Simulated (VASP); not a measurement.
A run of VASP 6.6.1 is set up as follows.

The input INCAR:

```
PREC     = Accurate       # precision mode
ENCUT    = 500            # plane-wave cutoff, eV
EDIFF    = 1E-7           # SCF threshold, eV
ISMEAR   = -1             # smearing method
SIGMA    = 0.1            # smearing width, eV
LREAL    = F              # projectors in reciprocal space
LASPH    = T              # aspherical terms in the spheres
NELM     = 120            # most SCF steps
ALGO     = Normal         # electronic algorithm
ISIF     = 3              # what is computed and relaxed
LWAVE    = F              # write WAVECAR
LCHARG   = F              # write CHGCAR
GGA      = PE             # functional
IBRION   = 2              # ionic algorithm
NSW      = 80             # ionic steps
EDIFFG   = -0.002         # ionic threshold
PSTRESS  = 2410.0       
GGA_COMPAT= F            
NELMIN   = 4
```

The input KPOINTS:

```
regular mesh
0
Gamma
  20 20 20
```

File POSCAR:

```
Pt
1.0
    0.0000000000      1.7555491363      1.7555491363
    1.7555491363      0.0000000000      1.7555491363
    1.7555491363      1.7555491363      0.0000000000
Pt
1
Direct
    0.0000000000      0.0000000000      0.0000000000
```

Potentials or basis: VASP PAW PBE potentials, release 64 (Pt).

Command:

```bash
$ cat potpaw_PBE.64/Pt/POTCAR > POTCAR
$ mpirun -np 1 vasp_std > vasp.out
```

Task: Predict the relaxed volume.

Result: 10.84 Å³/atom.

Task: Estimate the band gap on the k mesh.

Result: Zero (bands 5 and 6 overlap by 4.00 eV).

Final structure:
```
CELL_PARAMETERS angstrom
0.00000 1.75635 1.75635
1.75635 0.00000 1.75635
1.75635 1.75635 0.00000
ATOMIC_POSITIONS crystal
Pt 0.00000 0.00000 0.00000
```

Caveat: the cell is relaxed towards a set pressure, so the run minimises the enthalpy, not the energy; spin-orbit coupling is left out, which moves the levels of the heavy elements.
